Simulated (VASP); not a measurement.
# CdHg3Se4 (P-4m2) in VASP: notebook, part 2 of 2

VASP 6.6.1. Earlier steps stand in the parts before.

## Step 4: Relaxation of shape and atoms at fixed volume, PBE (33.48 Å³/atom)

This run uses another cell than the first one, of 33.48 Å³/atom.

Input file INCAR:

```
SYSTEM = CdHg3Se4
PREC = Accurate
ENCUT = 600
EDIFF = 1E-6
ISMEAR = 0
SIGMA = 0.1
LREAL = .False.
LASPH = .True.
NELM = 60
ALGO = Fast
ISIF = 4
LWAVE = .False.
LCHARG = .False.
GGA = PE
IBRION = 2
NSW = 50
EDIFFG = -0.01
```

Input file KPOINTS:

```
regular mesh
0
Gamma
  8 8 4
  0 0 0
```

Input file POSCAR:

```
CdHg3Se4
1.0
    4.5625297716      0.0000000000      0.0000000000
    0.0000000000      4.5625297716      0.0000000000
    0.0000000000      0.0000000000     12.8671701382
Cd Hg Se
1 3 4
Direct
    0.5000000000      0.5000000000      0.5000000000
    0.0000000000      0.0000000000      0.7485850000
    0.5000000000      0.5000000000      0.0000000000
    0.0000000000      0.0000000000      0.2514150000
    0.5000000000      0.0000000000      0.8742890000
    0.0000000000      0.5000000000      0.1257110000
    0.5000000000      0.0000000000      0.3773530000
    0.0000000000      0.5000000000      0.6226470000
```

Started as:

```sh
$ cat potpaw_PBE.64/Cd/POTCAR potpaw_PBE.64/Hg/POTCAR potpaw_PBE.64/Se/POTCAR > POTCAR
$ mpirun -np 1 vasp_std > vasp.out
```

Wall time 13 min (1 thread of Oxide Virtual Turin-like, shared host); peak memory 0.74 GiB.

The run converged. Its results:

```
Free energy                  : -17.5063 eV
Pressure after relaxing      : -3.1 GPa
Largest force after relaxing : 0.007 eV/Å
Band gap on the k mesh       : zero (filled and empty bands touch)
```

Forces in eV/Å, atoms in the order of the input:
```
Cd   0.000  0.000  0.000
Hg   0.000  0.000  0.001
Hg   0.000  0.000  0.000
Hg   0.000  0.000 -0.001
Se   0.000  0.000 -0.001
Se   0.000  0.000  0.001
Se   0.000  0.000  0.007
Se   0.000  0.000 -0.007
```

Final structure:
```
Cd Hg Se
1.0
     4.56253    0.00000    0.00000
     0.00000    4.56253    0.00000
     0.00000    0.00000   12.86717
Cd Hg Se
1 3 4
Direct
  0.50000 0.50000 0.50000
  0.00000 0.00000 0.74858
  0.50000 0.50000 0.00000
  0.00000 0.00000 0.25141
  0.50000 0.00000 0.87429
  0.00000 0.50000 0.12571
  0.50000 0.00000 0.37735
  0.00000 0.50000 0.62265
```

Levels at points of the mesh, in eV from the Fermi level:
```tsv
k point	band 33	band 34	band 35	band 36	band 37	band 38	band 39	band 40
(0.00, 0.00, 0.00)	-0.87	-0.84	-0.07	-0.07	-0.07	1.89	2.12	2.78
(0.50, 0.00, 0.00)	-0.69	-0.69	-0.67	-0.67	1.04	1.35	2.16	2.66
(0.50, 0.50, 0.00)	-1.65	-1.63	-1.63	-1.60	2.45	2.72	3.07	3.31
(0.00, 0.00, 0.50)	-0.42	-0.42	-0.27	-0.27	0.78	1.00	2.46	2.81
(0.50, 0.00, 0.50)	-0.91	-0.69	-0.67	-0.67	1.62	1.64	1.66	2.40
(0.50, 0.50, 0.50)	-1.76	-1.76	-1.70	-1.68	2.69	2.78	2.81	3.72
```

Caveat: the relaxation stopped at its first step, so nothing moved; semilocal functionals underestimate gaps, so a narrow gap can read as zero; spin-orbit coupling is left out, which moves the levels of the heavy elements.

## Step 5: Relaxation of shape and atoms at fixed volume, PBE (26.79 Å³/atom)

This run uses another cell than the first one, of 26.79 Å³/atom.

Input file INCAR:

```
SYSTEM = CdHg3Se4
PREC = Accurate
ENCUT = 600
EDIFF = 1E-7
ISMEAR = 0
SIGMA = 0.1
LREAL = .FALSE.
LASPH = .TRUE.
NELM = 100
ALGO = Fast
ISIF = 4
LWAVE = .FALSE.
LCHARG = .FALSE.
GGA = PE
IBRION = 2
NSW = 50
EDIFFG = -0.01
```

Input file KPOINTS:

```
regular mesh
0
G
  8 8 4
  0 0 0
```

Input file POSCAR:

```
CdHg3Se4
1.0
    4.2357133432      0.0000000000      0.0000000000
    0.0000000000      4.2357133432      0.0000000000
    0.0000000000      0.0000000000     11.9434922237
Cd Hg Se
1 3 4
Direct
    0.5000000000      0.5000000000      0.5000000000
    0.0000000000      0.0000000000      0.7483700143
    0.5000000000      0.5000000000      0.0000000000
    0.0000000000      0.0000000000      0.2516299857
    0.5000000000      0.0000000000      0.8741885849
    0.0000000000      0.5000000000      0.1258114151
    0.5000000000      0.0000000000      0.3776153622
    0.0000000000      0.5000000000      0.6223846378
```

Started as:

```sh
$ cat potpaw_PBE.64/Cd/POTCAR potpaw_PBE.64/Hg/POTCAR potpaw_PBE.64/Se/POTCAR > POTCAR
$ mpirun -np 1 vasp_std > vasp.out
```

Run time: 8.3 min. Hardware: 1 thread of Oxide Virtual Turin-like, shared host; peak memory 0.63 GiB.

It converged, with:

| Item | Value |
| --- | --- |
| Free energy | -17.0846 eV |
| Pressure after relaxing | 7.9 GPa |
| Band gap on the k mesh | zero (filled and empty bands touch) |

Final structure:
```cif
data_structure
_symmetry_space_group_name_H-M 'P 1'
_symmetry_Int_Tables_number 1
_cell_length_a 4.2357
_cell_length_b 4.2357
_cell_length_c 11.9435
_cell_angle_alpha 90.000
_cell_angle_beta 90.000
_cell_angle_gamma 90.000
_cell_volume 214.28
loop_
_atom_site_label
_atom_site_type_symbol
_atom_site_fract_x
_atom_site_fract_y
_atom_site_fract_z
_atom_site_occupancy
Cd1 Cd 0.50000 0.50000 0.50000 1
Hg1 Hg 0.00000 0.00000 0.74837 1
Hg2 Hg 0.50000 0.50000 0.00000 1
Hg3 Hg 0.00000 0.00000 0.25163 1
Se1 Se 0.50000 0.00000 0.87419 1
Se2 Se 0.00000 0.50000 0.12581 1
Se3 Se 0.50000 0.00000 0.37762 1
Se4 Se 0.00000 0.50000 0.62238 1
```

Levels at points of the mesh, in eV from the Fermi level:
| k point | band 32 | band 33 | band 34 | band 35 | band 36 | band 37 | band 38 | band 39 | band 40 | band 41 |
| --- | --- | --- | --- | --- | --- | --- | --- | --- | --- | --- |
| (0.00, 0.00, 0.00) | -1.30 | -1.30 | -0.53 | -0.06 | -0.05 | -0.05 | 2.46 | 2.63 | 2.86 | 3.07 |
| (0.50, 0.00, 0.00) | -1.10 | -1.04 | -1.03 | -0.99 | -0.99 | 1.16 | 1.52 | 2.67 | 3.16 | 5.53 |
| (0.50, 0.50, 0.00) | -2.61 | -2.47 | -2.45 | -2.45 | -2.42 | 2.71 | 2.86 | 2.86 | 3.11 | 3.84 |
| (0.00, 0.00, 0.50) | -1.53 | -0.60 | -0.60 | -0.39 | -0.39 | 1.12 | 1.38 | 2.86 | 2.99 | 3.08 |
| (0.50, 0.00, 0.50) | -1.70 | -1.32 | -1.04 | -0.99 | -0.99 | 1.92 | 1.94 | 1.98 | 2.74 | 5.56 |
| (0.50, 0.50, 0.50) | -2.69 | -2.65 | -2.59 | -2.50 | -2.47 | 3.13 | 3.29 | 3.33 | 3.54 | 3.54 |

Caveat: the relaxation stopped at its first step, so nothing moved; semilocal functionals underestimate gaps, so a narrow gap can read as zero; spin-orbit coupling is left out, which moves the levels of the heavy elements.

## Step 6: The runs side by side

| task | cell | cutoff (eV) | gap on the mesh (eV) | pressure (GPa) | largest force (eV/Å) |
| --- | --- | --- | --- | --- | --- |
| single point | a = 4.507, b = 4.507, c = 12.709 Å, 8 atoms | 520 | none | -2.0 | - |
| single point | a = 4.563, b = 4.563, c = 12.867 Å, 8 atoms | 520 | none | -3.1 | 0.01 |
| relaxation of shape and atoms at fixed volume | relaxed from a = 4.563, b = 4.563, c = 12.867 Å, 8 atoms | 600 | none | -3.1 | 0.01 |
| relaxation of shape and atoms at fixed volume | relaxed from a = 4.236, b = 4.236, c = 11.943 Å, 8 atoms | 600 | none | 7.9 | - |

Alike in all rows: level PBE; potentials or basis VASP PAW PBE potentials, release 64 (Cd, Hg, Se); no spin polarisation; k mesh 8 × 8 × 4; smearing gaussian 0.1 eV.

Caveats: semilocal functionals underestimate gaps, so a narrow gap can read as zero; spin-orbit coupling is left out, which moves the levels of the heavy elements; the relaxation stopped at its first step, so nothing moved (at least some runs); the cell stands under tension (at least some runs).

Total energies depend on the potentials used, so only differences within one code and one set of settings carry meaning.
